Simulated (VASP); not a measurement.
Cl:

```
CELL_PARAMETERS angstrom
3.14500 -2.25000 0.00000
3.14500 2.25000 0.00000
0.00000 0.00000 8.21000
ATOMIC_POSITIONS crystal
Cl 0.87000 0.13000 0.10000
Cl 0.63000 0.37000 0.60000
Cl 0.13000 0.87000 0.90000
Cl 0.37000 0.63000 0.40000
```

| Property | Result |
| --- | --- |
| Program | VASP 6.6.1 |
| Task | relaxation of cell and atoms |
| Functional | LDA |
| Potentials or basis | VASP PAW LDA potentials, release 64 (Cl) |
| Cutoff | 600 eV |
| k mesh | 6 × 6 × 3 |
| Occupations | methfessel-paxton, width 0.05 eV |
| Spin | no spin polarisation |

At the start: pressure -2.7 GPa; volume 29.05 Å³/atom.

Q: Where does the relaxation end?

A: Over 23 steps the energy falls by 82.8 meV/atom and the volume is 22.51 Å³/atom (-22.5 %); space group Cmce (No. 64, to 0.1 Å) before and after.

The path:
```
step  energy change (eV)  largest force (eV/Å)  pressure (GPa)  volume (Å³)
   1              0.0000                0.3149           -2.66       116.19
   2             -0.0134                1.5004            1.05       108.25
   3             -0.0510                0.6057           -0.84       111.76
   4             -0.1273                0.5796           -0.74       106.25
   5             -0.2746                0.6014            1.15        90.79
   6             -0.2268                0.8115           -2.77        90.73
   7             -0.2985                0.0099           -0.42        90.77
   8             -0.2985                0.0079           -0.39        90.77
   9             -0.3048                0.0196           -0.20        89.93
  10             -0.3120                0.0726            0.57        87.38
  11             -0.3155                0.1333            0.31        87.43
  12             -0.3167                0.2011            0.10        87.46
  13             -0.3225                0.0990            0.31        87.64
  14             -0.3249                0.0185            0.56        87.80
  15             -0.3250                0.0401            0.62        87.84
  16             -0.3276                0.0921           -0.07        89.07
  17             -0.3276                0.0782            0.02        88.89
  18             -0.3286                0.0606            0.04        89.14
  19             -0.3297                0.0779            0.11        89.82
  20             -0.3304                0.0477           -0.07        90.11
  21             -0.3305                0.0390           -0.17        90.28
  22             -0.3308                0.0298           -0.14        90.22
  23             -0.3313                0.0189           -0.01        90.04
```

Final structure:
```
CELL_PARAMETERS angstrom
3.09696 -1.86293 0.00000
3.09696 1.86293 0.00000
0.00000 0.00000 7.80295
ATOMIC_POSITIONS crystal
Cl 0.86377 0.13623 0.11264
Cl 0.63623 0.36377 0.61264
Cl 0.13623 0.86377 0.88736
Cl 0.36377 0.63623 0.38736
```

Caveat: the volume moved by over 15 % at a fixed basis, so the end points are rough.
